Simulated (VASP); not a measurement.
Crystal: CdS3.

```
Cd S
1.0
     3.07187    0.00000    0.00000
     0.00000    3.07187    0.00000
     0.00000    0.00000   10.11136
Cd S
1 3
Direct
  0.00000 0.00000 0.00000
  0.50000 0.50000 0.73428
  0.00000 0.00000 0.50000
  0.50000 0.50000 0.26572
```

The cell was generated, and may not be a known phase.

```yaml
Program: VASP 6.6.1
Task: relaxation of cell and atoms
Functional: PBE
Potentials_or_basis: VASP PAW PBE potentials, release 64 (Cd_sv_GW, S)
Cutoff: 630 eV
k_mesh: 6 × 6 × 2
Occupations: gaussian, width 0.1 eV
Spin: no spin polarisation
```

At the start: pressure -9.7 GPa; volume 23.85 Å³/atom.

Problem. How do energy, volume and symmetry change on relaxing?

Solution. Over 26 steps the energy falls by 436.2 meV/atom and the volume is 21.22 Å³/atom (-11.0 %); space group P4/mmm (No. 123, to 0.1 Å) before and after.

The path:
| step | energy change (eV) | largest force (eV/Å) | pressure (GPa) | volume (Å³) |
| --- | --- | --- | --- | --- |
| 1 | 0.0000 | 0.2283 | -9.73 | 95.41 |
| 2 | -0.8844 | 0.3417 | -3.41 | 76.76 |
| 3 | -0.9395 | 0.3385 | -0.09 | 72.55 |
| 4 | -0.9399 | 0.3371 | 0.31 | 72.13 |
| 5 | -0.9654 | 0.2995 | 0.38 | 72.09 |
| 6 | -1.0039 | 0.1796 | 1.00 | 71.86 |
| 7 | -1.0150 | 0.1304 | 1.51 | 71.73 |
| 8 | -1.0827 | 0.0503 | 2.71 | 71.43 |
| 9 | -1.2041 | 0.1221 | 5.82 | 70.58 |
| 10 | -1.0606 | 0.5298 | 18.24 | 68.03 |
| 11 | -1.2754 | 0.2646 | 8.75 | 69.86 |
| 12 | -1.2611 | 0.4194 | 12.83 | 69.00 |
| 13 | -1.2806 | 0.3810 | 11.70 | 69.23 |
| 14 | -1.2844 | 0.3832 | 11.74 | 69.27 |
| 15 | -1.2944 | 0.3886 | 11.88 | 69.40 |
| 16 | -1.3084 | 0.3948 | 12.20 | 69.66 |
| 17 | -1.3119 | 0.4010 | 12.99 | 70.14 |
| 18 | -1.3349 | 0.3876 | 12.54 | 70.47 |
| 19 | -1.3990 | 0.3486 | 11.21 | 71.46 |
| 20 | -1.5078 | 0.2780 | 8.79 | 73.46 |
| 21 | -1.6566 | 0.1590 | 4.73 | 77.56 |
| 22 | -1.7407 | 0.0248 | -0.94 | 86.16 |
| 23 | -1.7430 | 0.0057 | -0.39 | 85.05 |
| 24 | -1.7431 | 0.0002 | -0.21 | 84.74 |
| 25 | -1.7436 | 0.0026 | -0.17 | 84.77 |
| 26 | -1.7448 | 0.0103 | -0.04 | 84.89 |

Final structure:
```
Cd S
1.0
     2.53725    0.00000    0.00000
     0.00000    2.53725    0.00000
     0.00000    0.00000   13.18621
Cd S
1 3
Direct
  0.00000 0.00000 0.00000
  0.50000 0.50000 0.77628
  0.00000 0.00000 0.50000
  0.50000 0.50000 0.22372
```

Caveat: a cell axis changed by over 15 % at a fixed basis, so the end point is rough.
